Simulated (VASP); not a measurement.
Write the native input for VASP 6.6.1 that does the following.

| Quantity | Value |
| --- | --- |
| Task | single point |
| Functional | LDA |
| Potentials or basis | VASP PAW LDA potentials, release 64 (Ti_sv, O) |
| Cutoff | 520 eV |
| k mesh | 6 × 6 × 10 |
| Occupations | gaussian, width 0.05 eV |
| Spin | no spin polarisation |
| Dipole correction | no |
| Further INCAR settings | ALGO = Normal; EDIFF = 1e-07; NBANDS = 33 |

The structure of TiO2 lies in POSCAR:

```
TiO2
1.0
    4.6096256912      0.0000000000      0.0000000000
    0.0000000000      4.6096256912      0.0000000000
    0.0000000000      0.0000000000      2.9174869449
Ti O
2 4
Direct
    0.0000000000      0.0000000000     -0.0481236087
    0.5000000000      0.5000000000      0.5481236087
    0.3039457558      0.3039457558      0.0053747007
    0.1960542442      0.8039457558      0.4946252993
    0.6960542442      0.6960542442      0.0053747007
    0.8039457558      0.1960542442      0.4946252993
```

This cell differs from its parent crystal: atoms displaced along a vibrational mode, the cell strained.

One way to write it, as run:

INCAR

```
SYSTEM = TiO2
ALGO = Normal
EDIFF = 1E-7
ENCUT = 520
ISIF = 2
ISMEAR = 0
LASPH = .TRUE.
LCHARG = .TRUE.
LELF = .TRUE.
LREAL = .FALSE.
LVHAR = .TRUE.
LWAVE = .FALSE.
NBANDS = 33
NELM = 60
PREC = Accurate
SIGMA = 0.05
```

KPOINTS

```
k-points
0
G
  6 6 10
  0 0 0
```

Potentials or basis: VASP PAW LDA potentials, release 64 (Ti_sv, O).

Run with:

```sh
$ cat potpaw_LDA.64/Ti_sv/POTCAR potpaw_LDA.64/O/POTCAR > POTCAR
$ mpirun -np 1 vasp_std > vasp.out
```

It gave:

```yaml
Pressure: -2.7 GPa
Largest_force: 0.413 eV/Å
Band_gap_on_the_k_mesh: 2.08 eV (least direct gap 2.13 eV)
```

Caveat: the cell differs from its parent crystal (atoms displaced along a vibrational mode, the cell strained).

It took 2.4 min on 1 thread of Intel(R) Xeon(R) Platinum 8259CL CPU @ 2.50GHz (Skylake/Cascade Lake), on a shared host, peak memory 0.22 GiB.
